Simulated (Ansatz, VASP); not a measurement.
## One calculation of GaSi2Ir3, two programs

```
CELL_PARAMETERS angstrom
2.72023 4.71158 0.00000
-2.72023 4.71158 0.00000
0.00000 0.00000 3.68687
ATOMIC_POSITIONS crystal
Ir 0.50000 0.50000 0.50000
Ir 0.50000 0.00000 0.50000
Ir 0.00000 0.50000 0.50000
Ga 0.00000 0.00000 0.00000
Si 0.33333 0.33333 0.00000
Si 0.66667 0.66667 0.00000
```

Alike in both runs: functional PBEsol; k mesh 4 × 4 × 5; no spin polarisation.

Ansatz relaxed the structure, and its values are those at the end. VASP's run is a single point on that final structure, the one shown.

|  | VASP | Ansatz |
| --- | --- | --- |
| version | VASP 6.6.1 | Ansatz 0.2.0 |
| potentials or method | VASP PAW PBE potentials, release 64 (Ir, Ga_d, Si), cutoff 520 eV | PAW plane waves |
| occupations | fermi-dirac, width 0.1 eV | fermi-dirac |
| valence electrons in the cell | 48 | 72 |

```tsv
	VASP	Ansatz	Ansatz less VASP
gap on the k mesh at the Fermi level (eV)	none	none	-
pressure (GPa)	0.8	0.0	-0.79
```

VASP's potentials were made for PBE, not for PBEsol. A gap of «none» marks a metal or a gap that the smearing closes. VASP's potentials hold 48 valence electrons a cell and Ansatz's 72, so a difference there can come from the potentials and not from the codes. Ansatz's warnings: structure snapped to symmetry.

Spin-orbit coupling is off throughout.
